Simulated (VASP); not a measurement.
A run of VASP 6.6.1 is set up as follows.

Contents of INCAR:

```
SYSTEM = Tl
PREC = Accurate
ENCUT = 520
EDIFF = 1E-6
ISMEAR = -1
SIGMA = 0.6
LREAL = .False.
LASPH = .True.
NELM = 100
ALGO = Normal
ISIF = 2
LWAVE = .False.
LCHARG = .False.
NBANDS = 20
```

Contents of KPOINTS:

```
Automatic mesh
0
Gamma
  11 11 6
  0 0 0
```

POSCAR

```
Tl
1.0
    3.4014029632      0.0000000000      0.0000000000
   -1.7007014816      2.9457013746      0.0000000000
    0.0000000000      0.0000000000      5.4430041633
Tl
2
Direct
    0.3333333333      0.6666666667      0.2500000000
    0.6666666667      0.3333333333      0.7500000000
```

Potentials or basis: VASP PAW LDA potentials, release 64 (Tl_d).

The run is started by

```console
$ cat potpaw_LDA.64/Tl_d/POTCAR > POTCAR
$ mpirun -np 1 vasp_std > vasp.out
```

Task: What does it give for the pressure?

Result: 1.6 GPa.

Task: What does it give for the band gap on the k mesh?

Result: Zero (bands 13 and 14 overlap by 5.97 eV).

Stress tensor (GPa, compression positive):
```
1.41 0.00 0.00
0.00 1.41 0.00
0.00 0.00 1.86
```

Caveat: so wide a smearing shifts energies and pressures; spin-orbit coupling is left out, which moves the levels of the heavy elements.
